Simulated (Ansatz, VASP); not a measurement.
One calculation of Ti, two programs

File INCAR:

```
PREC     = Accurate       # precision mode
ENCUT    = 520            # plane-wave cutoff, eV
EDIFF    = 1E-6           # SCF threshold, eV
ISMEAR   = 0              # smearing method
SIGMA    = 0.1            # smearing width, eV
LREAL    = False          # projectors in reciprocal space
LASPH    = True           # aspherical terms in the spheres
NELM     = 100            # most SCF steps
ALGO     = Normal         # electronic algorithm
ISIF     = 2              # what is computed and relaxed
LWAVE    = False          # write WAVECAR
LCHARG   = False          # write CHGCAR
GGA      = PS             # functional
NBANDS   = 12             # bands
```

Contents of KPOINTS:

```
regular mesh
0
Gamma
  13 13 15
```

Contents of POSCAR:

```
Ti
1.0
    2.7100588696     -0.0000005127      0.0014017785
   -0.9033534399      2.5550678346      0.0014017785
    0.9045633910      1.2792458156      2.3484583429
Ti
1
Direct
    0.0000000000      0.0000000000      0.0000000000
```

Input for Ansatz:

```yaml
crystal:
  lattice:
    - [2.7100588696, -5.127e-07, 0.0014017785]
    - [-0.9033534399, 2.5550678346, 0.0014017785]
    - [0.904563391, 1.2792458156, 2.3484583429]
  atoms:
    - { symbol: Ti, position: [0.0, 0.0, 0.0] }
basis:
  ecutwfc: 420
kpoints:
  mp_grid: { grid: [13, 13, 15] }
hamiltonian:
  xc: pbesol
scf:
  occupations: { method: gaussian, width: 0.1 }
output:
  forces: true
  stress: true
  eigenvalues: true
  write_density: true
  write_potential: true
  elf: true
  volumetric_format: npy
```

Change from the starting cell: band edges of the strained film's bulk.

Alike in both runs: task single point; functional PBEsol; k mesh 13 × 13 × 15; occupations gaussian, width 0.1 eV; no spin polarisation.

|  | VASP | Ansatz |
| --- | --- | --- |
| version | VASP 6.6.1 | Ansatz 0.2.0 |
| potentials or method | VASP PAW PBE potentials, release 64 (Ti_sv), cutoff 520 eV | scalar-relativistic, plane waves, PAW |
| valence electrons in the cell | 12 | 12 |

```tsv
	VASP	Ansatz	Ansatz less VASP
gap on the k mesh at the Fermi level (eV)	none	none	-
pressure (GPa)	1.7	2.0	+0.29
traceless stress, the component that is largest in VASP (GPa)	-1.93	-1.92	+0.010
```

VASP's potentials were made for PBE, not for PBEsol. A gap of «none» marks a metal or a gap that the smearing closes.
